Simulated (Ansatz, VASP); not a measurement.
**I in VASP and in Ansatz**

```
I
1.0
     4.22480    0.00000    0.00000
    -2.11240    3.65879    0.00000
     0.00000    0.00000    4.81688
I
2
Direct
  0.33333 0.66667 0.25000
  0.66667 0.33333 0.75000
```

Change from the starting cell: volume scaled by 0.96, PAW files.

Alike in both runs: task electric field gradients; functional PBE; k mesh 15 × 15 × 8; occupations fermi-dirac, width 0.05 eV; no spin polarisation.

|  | VASP | Ansatz |
| --- | --- | --- |
| version | VASP 6.6.1 | Ansatz 0.2.0 |
| potentials or method | VASP PAW PBE potentials, release 64 (I) | PAW with Ansatz's default frozen-core files, scalar-relativistic |
| plane-wave cutoff (eV) | 520 | 420 |
| valence electrons in the cell | 14 | 34 |

Ansatz gave:

```
pressure (GPa)                                                : 1.0
traceless stress, the component that is largest in VASP (GPa) : 0.45
size of Vzz on the site where it differs most (V/Å²)          : 414.3
```

Task: Which values does VASP return?

Result: Pressure (GPa): 1.0; traceless stress, the component that is largest in VASP (GPa): 0.45; size of Vzz on the site where it differs most (V/Å²): 404.4.

The functional is the same, so the differences come from potentials, cutoffs and numerics. VASP's potentials hold 14 valence electrons a cell and Ansatz's 34, so a difference there can come from the potentials and not from the codes.

Spin-orbit coupling is off throughout.
